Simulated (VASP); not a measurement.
# CsRu (Pmma) in VASP: notebook

CsRu is run at these levels: PBE; tasks: single point.

Everything below comes from runs of VASP 6.6.1. Logs are shortened: lines on timing, memory, paths and dates and some standing lists are left out, and cuts for length are marked.

**1. The cell of the first run**

The structure is orthorhombic, space group Pmma (No. 51). Conventional cell: a = 5.578 Å, b = 3.691 Å, c = 5.695 Å, α = 90.00°, β = 90.00°, γ = 90.00°. Within 4.5 Å of Cs (site symmetry mm2) lie 8 Ru at 3.39 to 3.42 Å and 4 Cs at 3.51 to 3.69 Å. Within 4.5 Å of Ru (site symmetry mm2) lie 8 Cs at 3.39 to 3.42 Å and 4 Ru at 3.52 to 3.69 Å.

**2. Single point, PBE**

Contents of INCAR:

```
SYSTEM = CsRu
ALGO = Fast
EDIFF = 1E-6
ENCUT = 520
GGA = PE
ISIF = 2
ISMEAR = 0
LASPH = .True.
LCHARG = .False.
LREAL = .False.
LWAVE = .False.
NBANDS = 31
NELM = 100
PREC = Accurate
SIGMA = 0.1
```

Contents of KPOINTS:

```
k-points
0
Gamma
  4 6 4
  0 0 0
```

Contents of POSCAR:

```
CsRu
1.0
    5.5777935344      0.0000000000      0.0000000000
    0.0000000000      3.6911868977      0.0000000000
    0.0000000000      0.0000000000      5.6949740708
Cs Ru
2 2
Direct
    0.7500000000      0.0000000000      0.6870000000
    0.2500000000      0.0000000000      0.3130000000
    0.7500000000      0.5000000000      0.1880000000
    0.2500000000      0.5000000000      0.8120000000
```

Potentials or basis: VASP PAW PBE potentials, release 64 (Cs_sv, Ru_pv).

Run with:

```bash
$ cat potpaw_PBE.64/Cs_sv/POTCAR potpaw_PBE.64/Ru_pv/POTCAR > POTCAR
$ mpirun -np 1 vasp_std > vasp.out
```

OUTCAR:

```text
SYSTEM = CsRu
   EDIFF = 1E-6
   ENCUT = 520
   GGA = PE
   ISIF = 2
   ISMEAR = 0
   LASPH = .True.
   LREAL = .False.
   NELM = 100
   PREC = Accurate

 ion  position               nearest neighbor table
   1  0.750  0.000  0.687-
   2  0.250  0.000  0.313-
   3  0.750  0.500  0.188-
   4  0.250  0.500  0.812-

  LATTYP: Found a simple orthorhombic cell.
 ALAT       =     3.6911868977
 B/A-ratio  =     1.5111111111
 C/A-ratio  =     1.5428571429

  Lattice vectors:

 A1 = (   0.0000000000,  -3.6911868977,   0.0000000000)
 A2 = (   5.5777935344,   0.0000000000,   0.0000000000)
 A3 = (   0.0000000000,   0.0000000000,   5.6949740708)

Analysis of symmetry for initial positions (statically):
=====================================================================
 Subroutine PRICEL returns:
 Original cell was already a primitive cell.

 Routine SETGRP: Setting up the symmetry group for a
 simple orthorhombic supercell.

 Subroutine GETGRP returns: Found  8 space group operations
 (whereof  4 operations were pure point group operations)
 out of a pool of  8 trial point group operations.

The static configuration has the point symmetry C_2h.
 The point group associated with its full space group is D_2h.

Analysis of symmetry for dynamics (positions and initial velocities):
=====================================================================
 Subroutine PRICEL returns:
 Original cell was already a primitive cell.

 Routine SETGRP: Setting up the symmetry group for a
 simple orthorhombic supercell.

 Subroutine GETGRP returns: Found  8 space group operations
 (whereof  4 operations were pure point group operations)
 out of a pool of  8 trial point group operations.

The dynamic configuration has the point symmetry C_2h.
 The point group associated with its full space group is D_2h.

 Subroutine INISYM returns: Found  8 space group operations
 (whereof  4 operations are pure point group operations),
 and found     1 'primitive' translations

----------------------------------------------------------------------------------------

                                     Primitive cell

  volume of cell :     117.2520

  direct lattice vectors                    reciprocal lattice vectors
     5.577793534  0.000000000  0.000000000     0.179282362  0.000000000  0.000000000
     0.000000000  3.691186898  0.000000000     0.000000000  0.270915569  0.000000000
     0.000000000  0.000000000  5.694974071     0.000000000  0.000000000  0.175593425

  length of vectors
     5.577793534  3.691186898  5.694974071     0.179282362  0.270915569  0.175593425

  position of ions in fractional coordinates (direct lattice)
     0.750000000  0.000000000  0.687000000
     0.250000000  0.000000000  0.313000000
     0.750000000  0.500000000  0.188000000
     0.250000000  0.500000000  0.812000000

  ion indices of the primitive-cell ions
   primitive index   ion index
                 1           1
                 2           2
                 3           3
                 4           4

----------------------------------------------------------------------------------------

 KPOINTS: k-points

Automatic generation of k-mesh.
 Grid dimensions read from file:
 generate k-points for:    4    6    4

 Generating k-lattice:

  Cartesian coordinates                     Fractional coordinates (reciprocal lattice)
     0.044820591  0.000000000  0.000000000     0.250000000  0.000000000  0.000000000
     0.000000000  0.045152595  0.000000000     0.000000000  0.166666667  0.000000000
     0.000000000  0.000000000  0.043898356     0.000000000  0.000000000  0.250000000

  Length of vectors
     0.044820591  0.045152595  0.043898356

  Shift w.r.t. Gamma in fractional coordinates (k-lattice)
     0.000000000  0.000000000  0.000000000

 Subroutine IBZKPT returns following result:
 ===========================================

 Found     36 irreducible k-points:

 Following reciprocal coordinates:
            Coordinates               Weight
  0.000000  0.000000  0.000000      1.000000
  0.250000  0.000000  0.000000      2.000000
  0.500000  0.000000  0.000000      1.000000
  0.000000  0.166667  0.000000      2.000000
  0.250000  0.166667  0.000000      4.000000
  0.500000  0.166667  0.000000      2.000000
[... 16 lines left out ...]
  0.250000  0.500000  0.250000      4.000000
  0.500000  0.500000  0.250000      2.000000
 [... further k-points ...]
   k-points           NKPTS =     36   k-points in BZ     NKDIM =     36   number of bands    NBANDS=     31
   number of dos      NEDOS =    301   number of ions     NIONS =      4
   total plane-waves  NPLWV =  49392
   dimension x,y,z NGX =    42 NGY =   28 NGZ =   42
   dimension x,y,z NGXF=    84 NGYF=   56 NGZF=   84
   ions per type =               2   2
   NGX,Y,Z   is equivalent  to a cutoff of  12.52, 12.61, 12.26 a.u.
   NGXF,Y,Z  is equivalent  to a cutoff of  25.04, 25.22, 24.52 a.u.
 SYSTEM =  CsRu
   PREC   = accura    normal or accurate (medium, high low for compatibility)
   ISTART =      0    job   : 0-new  1-cont  2-samecut
   ICHARG =      2    charge: 1-file 2-atom 10-const
   ISPIN  =      1    spin polarized calculation?
   LNONCOLLINEAR =      F non collinear calculations
   LSORBIT =      F    spin-orbit coupling
   LASPH  =      T    aspherical Exc in radial PAW
   ENCUT  =  520.0 eV  38.22 Ry    6.18 a.u.  10.37  6.86 10.59*2*pi/ulx,y,z
   NELM   =    100;   NELMIN=  2; NELMDL= -5     # of ELM steps
   EDIFF  = 0.1E-05   stopping-criterion for ELM
   LREAL  =      F    real-space projection
   EDIFFG = 0.1E-04   stopping-criterion for IOM
   NSW    =      0    number of steps for IOM
   IBRION =     -1    ionic relax: 0-MD 1-quasi-New 2-CG
   NFREE  =      0    steps in history (QN), initial steepest desc. (CG)
   ISIF   =      2    stress and relaxation
   ISYM   =      2    0-nonsym 1-usesym 2-fastsym
   POTIM  = 0.5000    time-step for ionic-motion
   TEBEG  =    0.0;   TEEND  =   0.0 temperature during run
   PSTRESS=    0.0 pullay stress
   NELECT =      46.0000    total number of electrons
   NUPDOWN=      -1.0000    fix difference up-down
   EMIN   =  10.00;   EMAX   =-10.00  energy-range for DOS
   EFERMI =   0.00;   METHOD = LEGACY
   ISMEAR =     0;   SIGMA  =   0.10  broadening in eV -4-tet -1-fermi 0-gaus
   EFERMI_NEDOS =   21; number of points for ismear=-14 and -15
   IALGO  =     68    algorithm
   IMIX   =      4    mixing-type and parameters
     AMIX     =   0.40;   BMIX     =  1.00
     AMIX_MAG =   1.60;   BMIX_MAG =  1.00
  volume/ion in A,a.u.               =      29.31       197.81
  Fermi-wavevector in a.u.,A,eV,Ry     =   1.198452  2.264746 19.541879  1.436288
  Thomas-Fermi vector in A             =   2.334341
   LORBIT       =      0    0 simple, 1 ext, 2 COOP (PROOUT), +10 PAW based schemes
   GGA     = PE    functional components
   LHFCALC =     F    Hartree Fock is set to
   AEXX    =    0.0000 exact exchange contribution
   IVDW    =     0    specifies the selected vdW correction
   LEPSILON=     F    determine dielectric tensor
   LRPA    =     F    only Hartree local field effects (RPA)
 non-spin polarized calculation
 RMM-DIIS sequential band-by-band and
 Gauss-broadening in eV      SIGMA  =   0.10
  energy-cutoff  :      520.00
  volume of cell :      117.25
 maximum number of plane-waves:      3188
 NGX is ok and might be reduce to    42
   NGX = 21   NGY = 13   NGZ = 21

 number of electron      45.9999991 magnetization

 Free energy of the ion-electron system (eV)
  ---------------------------------------------------
  ext. energy  EPLUGINS =         0.00000000
  ---------------------------------------------------
  free energy    TOTEN  =       -11.21345803 eV

  energy without entropy =      -11.13436582  energy(sigma->0) =      -11.17391192

 E-fermi :   4.3118     XC(G=0): -10.0328

 val. band max:        4.3103519814   @ k =   0.2500   0.1667   0.5000
 cond. band min:       4.3129214805   @ k =   0.0000   0.3333   0.0000
 fundamental gap:      0.0025694991
 Fermi energy:         4.3117693280

 k-point     1 :       0.0000    0.0000    0.0000
  band No.  band energies     occupation
      1     -36.9694      2.00000
      2     -36.9515      2.00000
      3     -36.8989      2.00000
      4     -36.8965      2.00000
      5     -36.8783      2.00000
      6     -36.8682      2.00000
[... 23 lines left out ...]
     30       9.1660      0.00000
     31       9.5850      0.00000

 k-point     2 :       0.2500    0.0000    0.0000
  band No.  band energies     occupation
      1     -36.9671      2.00000
      2     -36.9545      2.00000
      3     -36.8986      2.00000
      4     -36.8969      2.00000
      5     -36.8765      2.00000
      6     -36.8694      2.00000
[... 23 lines left out ...]
     30       9.0407      0.00000
     31       9.5139      0.00000

 k-point     3 :       0.5000    0.0000    0.0000
  band No.  band energies     occupation
      1     -36.9612      2.00000
      2     -36.9612      2.00000
      3     -36.8977      2.00000
      4     -36.8977      2.00000
      5     -36.8726      2.00000
      6     -36.8726      2.00000
[... 23 lines left out ...]
     30       8.6043      0.00000
     31       9.3757      0.00000

 k-point     4 :       0.0000    0.1667    0.0000
  band No.  band energies     occupation
      1     -36.9691      2.00000
      2     -36.9512      2.00000
      3     -36.9031      2.00000
      4     -36.9006      2.00000
      5     -36.8779      2.00000
      6     -36.8679      2.00000
[... 23 lines left out ...]
     30       8.9529      0.00000
     31       9.9220      0.00000

 k-point     5 :       0.2500    0.1667    0.0000
  band No.  band energies     occupation
      1     -36.9668      2.00000
      2     -36.9542      2.00000
      3     -36.9027      2.00000
      4     -36.9009      2.00000
      5     -36.8761      2.00000
      6     -36.8691      2.00000
[... 23 lines left out ...]
     30       8.9807      0.00000
     31       9.6502      0.00000
[... 542 lines left out ...]
     30       8.2837      0.00000
     31      10.0491      0.00000

 k-point    22 :       0.0000    0.5000    0.2500
  band No.  band energies     occupation
      1     -36.9678      2.00000
      2     -36.9504      2.00000
      3     -36.9155      2.00000
      4     -36.9128      2.00000
      5     -36.8765      2.00000
      6     -36.8672      2.00000
[... 23 lines left out ...]
     30       8.6073      0.00000
     31       8.6658      0.00000

 k-point    23 :       0.2500    0.5000    0.2500
  band No.  band energies     occupation
      1     -36.9656      2.00000
      2     -36.9533      2.00000
      3     -36.9151      2.00000
      4     -36.9132      2.00000
      5     -36.8748      2.00000
      6     -36.8683      2.00000
[... 23 lines left out ...]
     30       8.7306      0.00000
     31       9.8594      0.00000

 k-point    24 :       0.5000    0.5000    0.2500
  band No.  band energies     occupation
      1     -36.9598      2.00000
      2     -36.9598      2.00000
      3     -36.9141      2.00000
      4     -36.9141      2.00000
      5     -36.8712      2.00000
      6     -36.8712      2.00000
[... 23 lines left out ...]
     30       7.7596      0.00000
     31      10.1600      0.00000

 [... further k-points ...]
[... 5 lines left out ...]
  --------------------------------------------------------------------------------------
  -------------------------------------------------------------------------------------
  Total       -1.3104275     -2.0382759     -1.6543067      0.0000000      0.0000000      0.0000000
  in kB      -17.9061965    -27.8518037    -22.6050976      0.0000000      0.0000000      0.0000000
  external PRESSURE =     -22.7876993 kB  Pullay stress =       0.0000000 kB

 VOLUME and BASIS-vectors are now :
 -----------------------------------------------------------------------------
  energy-cutoff  :      520.00
  volume of cell :      117.25
      direct lattice vectors                 reciprocal lattice vectors
     5.577793534  0.000000000  0.000000000     0.179282362  0.000000000  0.000000000
     0.000000000  3.691186898  0.000000000     0.000000000  0.270915569  0.000000000
     0.000000000  0.000000000  5.694974071     0.000000000  0.000000000  0.175593425

 POSITION                                       TOTAL-FORCE (eV/Angst)
 -----------------------------------------------------------------------------------
      4.18335      0.00000      3.91245        -0.000000      0.000000      0.716801
      1.39445      0.00000      1.78253         0.000000     -0.000000     -0.716801
      4.18335      1.84559      1.07066        -0.000000      0.000000     -1.166116
      1.39445      1.84559      4.62432        -0.000000      0.000000      1.166116
 -----------------------------------------------------------------------------------
    total drift:                                0.000000      0.000000     -0.000000

  FREE ENERGIE OF THE ION-ELECTRON SYSTEM (eV)
  ---------------------------------------------------
  free  energy   TOTEN  =       -11.2134580300 eV

  energy  without entropy=      -11.1343658181  energy(sigma->0) =      -11.17391192
```

Run time: 1.8 min. Hardware: 1 thread of Intel Xeon Platinum 8488C (Sapphire Rapids), shared host; peak memory 0.27 GiB.

What came out:

```
Free energy            : -11.2135 eV
Pressure               : -2.3 GPa
Largest force          : 1.166 eV/Å
Band gap on the k mesh : zero (band 23 reaches 4.62 eV, above the bottom of band 24 at 4.19 eV)
```

Forces in eV/Å, atoms in the order of the input:
```
Cs   0.000  0.000  0.717
Cs   0.000  0.000 -0.717
Ru   0.000  0.000 -1.166
Ru   0.000  0.000  1.166
```

Caveat: spin-orbit coupling is left out, which moves the levels of the heavy elements; forces of over 1 eV/Å act on the atoms, so gaps and moduli don't describe the material at rest.

**3. Single point, PBE**

This run uses another cell than the first one, of 38.89 Å³/atom, 1.327 times its volume.

Contents of INCAR:

```
SYSTEM = CsRu
ALGO     = Fast           ! electronic algorithm
EDIFF    = 1E-6           ! SCF threshold, eV
ENCUT    = 520            ! plane-wave cutoff, eV
GGA      = PE             ! functional
ISIF     = 2              ! what is computed and relaxed
ISMEAR   = 0              ! smearing method
LASPH    = .TRUE.         ! aspherical terms in the spheres
LCHARG   = .FALSE.        ! write CHGCAR
LREAL    = .FALSE.        ! projectors in reciprocal space
LWAVE    = .FALSE.        ! write WAVECAR
NBANDS   = 31             ! bands
NELM     = 80             ! most SCF steps
PREC     = Accurate       ! precision mode
SIGMA    = 0.1            ! smearing width, eV
```

Contents of KPOINTS:

```
k-points
0
G
  4 6 4
  0 0 0
```

Contents of POSCAR:

```
CsRu
1.0
    4.2207447515      0.0000000000      0.0000000000
    0.0000000000      3.2975683412      0.0000000000
    0.0000000000      0.0000000000     11.1761755497
Cs Ru
2 2
Direct
    0.7500000000      0.0000000000      0.7446841727
    0.2500000000      0.0000000000      0.2553158273
    0.7500000000      0.5000000000      0.0421423696
    0.2500000000      0.5000000000      0.9578576304
```

Potentials or basis: VASP PAW PBE potentials, release 64 (Cs_sv, Ru_pv).

Run with:

```bash
$ cat potpaw_PBE.64/Cs_sv/POTCAR potpaw_PBE.64/Ru_pv/POTCAR > POTCAR
$ mpirun -np 1 vasp_std > vasp.out
```

It took 2.6 min on 1 thread of Intel Xeon Platinum 8488C (Sapphire Rapids), shared host; peak memory 0.34 GiB.

The run converged. Its results:

| Quantity | Value |
| --- | --- |
| Free energy | -15.9874 eV |
| Pressure | 0.2 GPa |
| Largest force | 0.029 eV/Å |
| Band gap on the k mesh | zero (band 23 reaches 4.00 eV, above the bottom of band 24 at 2.98 eV) |

Forces on the atoms (eV/Å):
```
Cs   0.000  0.000 -0.025
Cs   0.000  0.000  0.025
Ru   0.000  0.000  0.029
Ru   0.000  0.000 -0.029
```

Levels at points of the mesh, in eV from the Fermi level:
```
           k point  band 18  band 19  band 20  band 21  band 22  band 23  band 24  band 25  band 26  band 27
(0.00, 0.00, 0.00)    -2.55    -1.83    -1.62    -1.57    -1.24    -0.66    -0.56    -0.49    -0.09     1.11
(0.50, 0.00, 0.00)    -2.50    -1.96    -1.96    -1.21    -1.21     0.32     0.32     0.46     0.47     1.41
(0.00, 0.50, 0.00)    -1.91    -1.78    -1.73    -1.50    -1.00     0.24     0.57     0.58     0.85     1.74
(0.50, 0.50, 0.00)    -3.22    -1.54    -1.54    -0.85    -0.85     0.21     0.21     1.49     1.49     2.04
(0.00, 0.00, 0.50)    -2.56    -1.83    -1.62    -1.47    -1.41    -0.97    -0.66    -0.56     0.75     1.11
(0.50, 0.00, 0.50)    -2.51    -1.96    -1.96    -1.26    -1.26     0.32     0.32     0.90     0.90     1.19
(0.00, 0.50, 0.50)    -1.93    -1.78    -1.73    -1.50    -0.97     0.33     0.36     0.58     1.17     1.35
(0.50, 0.50, 0.50)    -3.22    -1.55    -1.55    -0.85    -0.85     0.30     0.30     1.34     1.34     2.16
```

Caveat: the k points lie up to 0.37 Å⁻¹ apart; spin-orbit coupling is left out, which moves the levels of the heavy elements.
